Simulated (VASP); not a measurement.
# Ti (P6_3/mmc) in VASP: single point with PBE

Aim: the single point of Ti with PBE.

All numbers are computed with VASP 6.6.1; they aren't measurements. Logs are shortened: lines on timing, memory, paths and dates and some standing lists are left out, and cuts for length are marked.

## 1. The cell of the first run

Symmetry: P6_3/mmc, No. 194, hexagonal system. Conventional cell: a = 2.938 Å, b = 2.938 Å, c = 4.650 Å, α = 90.00°, β = 90.00°, γ = 120.00°. Ti (site symmetry -6m2) has 12 Ti at 2.88 to 2.94 Å within 3.8 Å.

## 2. Single point, PBE

Contents of INCAR:

```
PREC = Accurate ; ENCUT = 520
EDIFF = 1E-7 ; ISMEAR = 0
SIGMA = 0.1 ; LREAL = False
LASPH = True ; NELM = 60
ALGO = Fast ; ISIF = 2
LWAVE = False ; LCHARG = True
GGA = PE ; LELF = True
LVHAR = True ; NBANDS = 19
```

Contents of KPOINTS:

```
regular mesh
0
Gamma
  18 18 10
```

Contents of POSCAR:

```
Ti
1.0
    2.9381632083      0.0000000000      0.0000000000
   -1.4690816042      2.5445239789      0.0000000000
    0.0000000000      0.0000000000      4.6504654183
Ti
2
Direct
    0.3333333333      0.6666666667      0.2500000000
    0.6666666667      0.3333333333      0.7500000000
```

Potentials or basis: VASP PAW PBE potentials, release 64 (Ti_sv).

Started as:

```
cat potpaw_PBE.64/Ti_sv/POTCAR > POTCAR
mpirun -np 1 vasp_std > vasp.out
```

OUTCAR:

```text
PREC = Accurate
   ENCUT = 520
   EDIFF = 1E-7
   ISMEAR = 0
   LREAL = False
   LASPH = True
   NELM = 60
   ISIF = 2
   GGA = PE

 ion  position               nearest neighbor table
   1  0.333  0.667  0.250-   2 2.88   2 2.88   2 2.88   2 2.88   2 2.88   2 2.88
   2  0.667  0.333  0.750-   1 2.88   1 2.88   1 2.88   1 2.88   1 2.88   1 2.88

  LATTYP: Found a hexagonal cell.
 ALAT       =     2.9381632083
 C/A-ratio  =     1.5827798147

  Lattice vectors:

 A1 = (   2.9381632083,   0.0000000000,   0.0000000000)
 A2 = (  -1.4690816042,   2.5445239789,   0.0000000000)
 A3 = (   0.0000000000,   0.0000000000,   4.6504654183)

Analysis of symmetry for initial positions (statically):
=====================================================================
 Subroutine PRICEL returns:
 Original cell was already a primitive cell.

 Routine SETGRP: Setting up the symmetry group for a
 hexagonal supercell.

 Subroutine GETGRP returns: Found 24 space group operations
 (whereof 12 operations were pure point group operations)
 out of a pool of 24 trial point group operations.

The static configuration has the point symmetry D_3d.
 The point group associated with its full space group is D_6h.

Analysis of symmetry for dynamics (positions and initial velocities):
=====================================================================
 Subroutine PRICEL returns:
 Original cell was already a primitive cell.

 Routine SETGRP: Setting up the symmetry group for a
 hexagonal supercell.

 Subroutine GETGRP returns: Found 24 space group operations
 (whereof 12 operations were pure point group operations)
 out of a pool of 24 trial point group operations.

The dynamic configuration has the point symmetry D_3d.
 The point group associated with its full space group is D_6h.

 Subroutine INISYM returns: Found 24 space group operations
 (whereof 12 operations are pure point group operations),
 and found     1 'primitive' translations

----------------------------------------------------------------------------------------

                                     Primitive cell

  volume of cell :      34.7679

  direct lattice vectors                    reciprocal lattice vectors
     2.938163208  0.000000000  0.000000000     0.340348690  0.196500408  0.000000000
    -1.469081604  2.544523979  0.000000000     0.000000000  0.393000816  0.000000000
     0.000000000  0.000000000  4.650465418     0.000000000  0.000000000  0.215032241

  length of vectors
     2.938163208  2.938163208  4.650465418     0.393000816  0.393000816  0.215032241

  position of ions in fractional coordinates (direct lattice)
     0.333333333  0.666666667  0.250000000
     0.666666667  0.333333333  0.750000000

  ion indices of the primitive-cell ions
   primitive index   ion index
                 1           1
                 2           2

----------------------------------------------------------------------------------------

 KPOINTS: regular mesh

Automatic generation of k-mesh.
 Grid dimensions read from file:
 generate k-points for:   18   18   10

 Generating k-lattice:

  Cartesian coordinates                     Fractional coordinates (reciprocal lattice)
     0.018908261  0.010916689  0.000000000     0.055555556 -0.000000000  0.000000000
     0.000000000  0.021833379  0.000000000     0.000000000  0.055555556  0.000000000
     0.000000000  0.000000000  0.021503224     0.000000000  0.000000000  0.100000000

  Length of vectors
     0.021833379  0.021833379  0.021503224

  Shift w.r.t. Gamma in fractional coordinates (k-lattice)
     0.000000000  0.000000000  0.000000000

 Subroutine IBZKPT returns following result:
 ===========================================

 Found    222 irreducible k-points:

 Following reciprocal coordinates:
            Coordinates               Weight
  0.000000  0.000000  0.000000      1.000000
  0.055556 -0.000000  0.000000      6.000000
  0.111111 -0.000000  0.000000      6.000000
  0.166667  0.000000  0.000000      6.000000
  0.222222 -0.000000  0.000000      6.000000
  0.277778  0.000000  0.000000      6.000000
[... 16 lines left out ...]
  0.333333  0.111111  0.000000     12.000000
  0.388889  0.111111  0.000000     12.000000
 [... further k-points ...]
   k-points           NKPTS =    222   k-points in BZ     NKDIM =    222   number of bands    NBANDS=     19
   number of dos      NEDOS =    301   number of ions     NIONS =      2
   total plane-waves  NPLWV =  20736
   dimension x,y,z NGX =    24 NGY =   24 NGZ =   36
   dimension x,y,z NGXF=    48 NGYF=   48 NGZF=   72
   ions per type =               2
   NGX,Y,Z   is equivalent  to a cutoff of  13.58, 13.58, 12.87 a.u.
   NGXF,Y,Z  is equivalent  to a cutoff of  27.16, 27.16, 25.74 a.u.
 SYSTEM =  unknown system
   PREC   = accura    normal or accurate (medium, high low for compatibility)
   ISTART =      0    job   : 0-new  1-cont  2-samecut
   ICHARG =      2    charge: 1-file 2-atom 10-const
   ISPIN  =      1    spin polarized calculation?
   LNONCOLLINEAR =      F non collinear calculations
   LSORBIT =      F    spin-orbit coupling
   LASPH  =      T    aspherical Exc in radial PAW
   ENCUT  =  520.0 eV  38.22 Ry    6.18 a.u.   5.46  5.46  8.65*2*pi/ulx,y,z
   NELM   =     60;   NELMIN=  2; NELMDL= -5     # of ELM steps
   EDIFF  = 0.1E-06   stopping-criterion for ELM
   LREAL  =      F    real-space projection
   EDIFFG = 0.1E-05   stopping-criterion for IOM
   NSW    =      0    number of steps for IOM
   IBRION =     -1    ionic relax: 0-MD 1-quasi-New 2-CG
   NFREE  =      0    steps in history (QN), initial steepest desc. (CG)
   ISIF   =      2    stress and relaxation
   ISYM   =      2    0-nonsym 1-usesym 2-fastsym
   POTIM  = 0.5000    time-step for ionic-motion
   TEBEG  =    0.0;   TEEND  =   0.0 temperature during run
   PSTRESS=    0.0 pullay stress
   NELECT =      24.0000    total number of electrons
   NUPDOWN=      -1.0000    fix difference up-down
   EMIN   =  10.00;   EMAX   =-10.00  energy-range for DOS
   EFERMI =   0.00;   METHOD = LEGACY
   ISMEAR =     0;   SIGMA  =   0.10  broadening in eV -4-tet -1-fermi 0-gaus
   EFERMI_NEDOS =   21; number of points for ismear=-14 and -15
   IALGO  =     68    algorithm
   IMIX   =      4    mixing-type and parameters
     AMIX     =   0.40;   BMIX     =  1.00
     AMIX_MAG =   1.60;   BMIX_MAG =  1.00
  volume/ion in A,a.u.               =      17.38       117.31
  Fermi-wavevector in a.u.,A,eV,Ry     =   1.446835  2.734121 28.481497  2.093331
  Thomas-Fermi vector in A             =   2.564858
   LORBIT       =      0    0 simple, 1 ext, 2 COOP (PROOUT), +10 PAW based schemes
   GGA     = PE    functional components
   LHFCALC =     F    Hartree Fock is set to
   AEXX    =    0.0000 exact exchange contribution
   IVDW    =     0    specifies the selected vdW correction
   LEPSILON=     F    determine dielectric tensor
   LRPA    =     F    only Hartree local field effects (RPA)
 non-spin polarized calculation
 RMM-DIIS sequential band-by-band and
 Gauss-broadening in eV      SIGMA  =   0.10
  energy-cutoff  :      520.00
  volume of cell :       34.77
 maximum number of plane-waves:       965
 NGX is ok and might be reduce to    24
   NGX = 11   NGY = 11   NGZ = 17

 number of electron      24.0000002 magnetization

 Free energy of the ion-electron system (eV)
  ---------------------------------------------------
  ext. energy  EPLUGINS =         0.00000000
  ---------------------------------------------------
  free energy    TOTEN  =       -15.67726593 eV

  energy without entropy =      -15.66785119  energy(sigma->0) =      -15.67255856

 E-fermi :   8.3376     XC(G=0): -11.4932

 val. band max:        8.3284195609   @ k =   0.1667   0.0000   0.1000
 cond. band min:       8.3526745598   @ k =   0.0556  -0.0000   0.5000
 fundamental gap:      0.0242549989
 Fermi energy:         8.3375596677

 k-point     1 :       0.0000    0.0000    0.0000
  band No.  band energies     occupation
      1     -48.5356      2.00000
      2     -48.3990      2.00000
      3     -25.1237      2.00000
      4     -24.4813      2.00000
      5     -24.4813      2.00000
      6     -24.4169      2.00000
[... 11 lines left out ...]
     18       9.9448      0.00000
     19      11.4737      0.00000

 k-point     2 :       0.0556   -0.0000    0.0000
  band No.  band energies     occupation
      1     -48.5325      2.00000
      2     -48.3978      2.00000
      3     -25.1169      2.00000
      4     -24.4952      2.00000
      5     -24.4860      2.00000
      6     -24.4198      2.00000
[... 11 lines left out ...]
     18       9.8956      0.00000
     19      11.5005      0.00000

 k-point     3 :       0.1111   -0.0000    0.0000
  band No.  band energies     occupation
      1     -48.5237      2.00000
      2     -48.3945      2.00000
      3     -25.0970      2.00000
      4     -24.5353      2.00000
      5     -24.4992      2.00000
      6     -24.4365      2.00000
[... 11 lines left out ...]
     18       9.8126      0.00000
     19      11.5678      0.00000

 k-point     4 :       0.1667    0.0000    0.0000
  band No.  band energies     occupation
      1     -48.5099      2.00000
      2     -48.3895      2.00000
      3     -25.0652      2.00000
      4     -24.5971      2.00000
      5     -24.5190      2.00000
      6     -24.4989      2.00000
[... 407 lines left out ...]
     18      11.5691      0.00000
     19      11.7727      0.00000

 k-point    23 :       0.3333    0.1111    0.0000
  band No.  band energies     occupation
      1     -48.4314      2.00000
      2     -48.3734      2.00000
      3     -24.8830      2.00000
      4     -24.8594      2.00000
      5     -24.7787      2.00000
      6     -24.6276      2.00000
[... 11 lines left out ...]
     18      11.7936      0.00000
     19      12.0503      0.00000

 k-point    24 :       0.3889    0.1111    0.0000
  band No.  band energies     occupation
      1     -48.4189      2.00000
      2     -48.3742      2.00000
      3     -24.9214      2.00000
      4     -24.8197      2.00000
      5     -24.8041      2.00000
      6     -24.6462      2.00000
[... 11 lines left out ...]
     18      11.8051      0.00000
     19      12.5369      0.00000

 [... further k-points ...]

------------------------ aborting loop because EDIFF is reached ----------------------------------------

  FORCE on cell =-STRESS in cart. coord.  units (eV):
  Direction    XX          YY          ZZ          XY          YZ          ZX
  --------------------------------------------------------------------------------------
  -------------------------------------------------------------------------------------
  Total       -0.0878033     -0.0878033     -0.0994585      0.0000000      0.0000000      0.0000000
  in kB       -4.0461531     -4.0461531     -4.5832528      0.0000000      0.0000000      0.0000000
  external PRESSURE =      -4.2251863 kB  Pullay stress =       0.0000000 kB

 VOLUME and BASIS-vectors are now :
 -----------------------------------------------------------------------------
  energy-cutoff  :      520.00
  volume of cell :       34.77
      direct lattice vectors                 reciprocal lattice vectors
     2.938163208  0.000000000  0.000000000     0.340348690  0.196500408  0.000000000
    -1.469081604  2.544523979  0.000000000     0.000000000  0.393000816  0.000000000
     0.000000000  0.000000000  4.650465418     0.000000000  0.000000000  0.215032241

 POSITION                                       TOTAL-FORCE (eV/Angst)
 -----------------------------------------------------------------------------------
     -0.00000      1.69635      1.16262         0.000000     -0.000000      0.000000
      1.46908      0.84817      3.48785        -0.000000      0.000000      0.000000
 -----------------------------------------------------------------------------------
    total drift:                               -0.000000      0.000000     -0.000000

  FREE ENERGIE OF THE ION-ELECTRON SYSTEM (eV)
  ---------------------------------------------------
  free  energy   TOTEN  =       -15.6772659328 eV

  energy  without entropy=      -15.6678511870  energy(sigma->0) =      -15.67255856
```

Run time: 7.7 min. Hardware: 1 thread of Intel Xeon Platinum 8488C (Sapphire Rapids), shared host; peak memory 0.24 GiB.

Results:

```yaml
Free_energy: -15.6773 eV
Pressure: -0.4 GPa
Band_gap_on_the_k_mesh: zero (band 12 reaches 9.10 eV, above the bottom of band 13 at 8.00 eV)
```

Levels at points of the mesh, in eV from the Fermi level:
```
           k point  band 9  band 10  band 11  band 12  band 13  band 14  band 15  band 16
(0.00, 0.00, 0.00)   -6.22    -2.70     0.76     0.76     0.76     0.88     1.26     1.26
(0.50, 0.00, 0.00)   -2.36    -2.16    -1.85    -0.64     0.47     0.62     1.17     3.32
(0.00, 0.00, 0.50)   -4.36    -4.36     0.08     0.08     0.67     0.67     0.67     0.67
(0.50, 0.00, 0.50)   -2.55    -2.55    -0.82    -0.82     1.31     1.31     1.71     1.71
```
